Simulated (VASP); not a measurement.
## Cu: relaxation of cell and atoms with PBEsol

The system is Cu.

```
Cu
1.0
     2.53410    0.00000    0.00000
    -1.26705    2.19459    0.00000
     0.00000    0.00000    4.11257
Cu
2
Direct
  0.66667 0.33333 0.75000
  0.33333 0.66667 0.25000
```

This isn't the form of Cu at room conditions, which is fcc.

```
Program                : VASP 6.6.1
Task                   : relaxation of cell and atoms
Functional             : PBEsol
Potentials or basis    : VASP PAW PBE potentials, release 64 (Cu)
Cutoff                 : 600 eV
k mesh                 : 12 × 12 × 7
Occupations            : fermi-dirac, width 0.05 eV
Spin                   : no spin polarisation
Dipole correction      : no
Further INCAR settings : ALGO = Normal; EDIFF = 1e-06; IBRION = 2; EDIFFG = -0.005; NSW = 80; ISIF = 3
```

```yaml
Relaxed_volume: 11.39 Å³/atom
Relaxed_cell: a = 2.529 Å, b = 2.529 Å, c = 4.113 Å, α = 90.00°, β = 90.00°, γ = 120.00°
Space_group_after_relaxing_to_0.1_Å: P6_3/mmc (No. 194)
Energy_gained_by_relaxing: 0.1 meV/atom
Ionic_steps: 6
Pressure_after_relaxing: 0.0 GPa
Band_gap_on_the_k_mesh: zero (bands 11 and 12 overlap by 5.96 eV)
```

The path:
```
step  energy change (eV)  largest force (eV/Å)  pressure (GPa)  volume (Å³)
   1              0.0000                0.0000           -0.66        22.87
   2             -0.0001                0.0000            0.49        22.72
   3             -0.0002                0.0000            0.02        22.78
   4             -0.0002                0.0000            0.04        22.77
   5             -0.0002                0.0000            0.02        22.78
   6             -0.0002                0.0000            0.01        22.78
```

Final structure:
```
Cu
1.0
     2.52872    0.00000    0.00000
    -1.26436    2.18993    0.00000
     0.00000    0.00000    4.11292
Cu
2
Direct
  0.66667 0.33333 0.75000
  0.33333 0.66667 0.25000
```

Levels at points of the mesh, in eV from the Fermi level:
| k point | band 9 | band 10 | band 11 | band 12 | band 13 | band 14 |
| --- | --- | --- | --- | --- | --- | --- |
| (0.00, 0.00, 0.00) | -2.51 | -1.71 | -1.71 | -1.06 | 4.03 | 21.63 |
| (0.50, 0.00, 0.00) | -1.56 | -1.51 | 0.03 | 1.65 | 7.96 | 8.39 |

Wall time 2.3 min on 1 thread of Intel Xeon 8259CL, on a shared host, peak memory 0.17 GiB.

Caveat: the PAW data sets were made with another functional, which shifts forces and pressure a little.
